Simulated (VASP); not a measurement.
Crystal: Be.

```
CELL_PARAMETERS angstrom
2.28530 0.00000 0.00000
-1.14265 1.97913 0.00000
0.00000 0.00000 3.58420
ATOMIC_POSITIONS crystal
Be 0.66667 0.33333 0.75000
Be 0.33333 0.66667 0.25000
```

Base run:

```yaml
Program: VASP 6.6.1
Functional: LDA
Potentials_or_basis: VASP PAW LDA potentials, release 64 (Be)
Cutoff: 520 eV
k_mesh: 13 × 13 × 8
Occupations: fermi-dirac, width 0.05 eV
Spin: no spin polarisation
```

Its results: band gap on the k mesh zero (bands 2 and 3 overlap by 1.59 eV); pressure -7.8 GPa.

Problem. The run is repeated on the same cell with these changes: functional from LDA to r2SCAN; potentials or basis from VASP PAW LDA potentials, release 64 (Be) to VASP PAW PBE potentials, release 64 (Be). What comes out?

Solution. Band gap on the k mesh zero (bands 2 and 3 overlap by 1.74 eV); pressure -2.7 GPa.

Caveats: the cell stands under tension (at least some runs); the PAW data sets were made with another functional, which shifts forces and pressure a little (at least some runs).
